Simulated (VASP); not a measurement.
**TiO2: single point with r2SCAN**

The system is TiO2.

```
CELL_PARAMETERS angstrom
4.60216 0.00000 0.00000
0.00000 4.60238 0.00000
0.00000 0.00000 2.95336
ATOMIC_POSITIONS crystal
Ti 0.50000 0.50000 0.50000
Ti 0.00000 0.00000 0.00000
O 0.30506 0.30511 0.00000
O 0.80506 0.19489 0.50000
O 0.19494 0.80511 0.50000
O 0.69494 0.69489 0.00000
```

```json
{
  "Program": "VASP 6.6.1",
  "Task": "single point",
  "Functional": "r2SCAN",
  "Potentials or basis": "VASP PAW PBE potentials, release 64 (Ti_sv, O)",
  "Cutoff": "520 eV",
  "k mesh": "4 × 4 × 6",
  "Occupations": "gaussian, width 0.1 eV",
  "Spin": "no spin polarisation",
  "Dipole correction": "no",
  "Further INCAR settings": "ALGO = Normal; EDIFF = 1e-07; NBANDS = 33"
}
```

The pressure is 0.9 GPa, the largest force is 0.090 eV/Å and the band gap on the k mesh is 2.24 eV, direct.

Forces on the atoms (eV/Å):
```
Ti   0.000  0.000  0.000
Ti   0.000  0.000  0.000
O   -0.063 -0.063  0.000
O   -0.063  0.063  0.000
O    0.063 -0.063  0.000
O    0.063  0.063  0.000
```

Stress tensor (GPa, compression positive):
```
0.57 0.00 0.00
0.00 0.57 0.00
0.00 0.00 1.56
```

Levels at points of the mesh, in eV from the valence-band top:
| k point | band 21 | band 22 | band 23 | band 24 | band 25 | band 26 | band 27 | band 28 |
| --- | --- | --- | --- | --- | --- | --- | --- | --- |
| (0.00, 0.00, 0.00) | -0.75 | -0.48 | -0.48 | 0.00 | 2.24 | 2.58 | 2.81 | 2.89 |
| (0.50, 0.00, 0.00) | -1.68 | -1.68 | -0.77 | -0.77 | 2.93 | 2.93 | 3.41 | 3.41 |
| (0.00, 0.50, 0.00) | -1.68 | -1.68 | -0.77 | -0.77 | 2.93 | 2.93 | 3.41 | 3.41 |
| (0.50, 0.50, 0.00) | -1.37 | -1.37 | -1.11 | -1.11 | 2.28 | 2.28 | 2.91 | 2.91 |
| (0.00, 0.00, 0.50) | -2.37 | -2.37 | -1.48 | -1.48 | 3.33 | 3.33 | 3.60 | 3.60 |
| (0.50, 0.00, 0.50) | -2.07 | -2.07 | -1.08 | -1.08 | 2.30 | 2.30 | 3.63 | 3.63 |
| (0.00, 0.50, 0.50) | -2.07 | -2.07 | -1.08 | -1.08 | 2.30 | 2.30 | 3.63 | 3.63 |
| (0.50, 0.50, 0.50) | -1.30 | -1.30 | -0.71 | -0.71 | 2.96 | 2.96 | 3.61 | 3.61 |

It took 110 s on 1 thread of Intel(R) Xeon(R) 6975P-C (Granite Rapids), with other jobs on the host, peak memory 0.21 GiB.

Caveat: the PAW data sets were made with another functional, which shifts forces and pressure a little. A k mesh can miss the band edges.
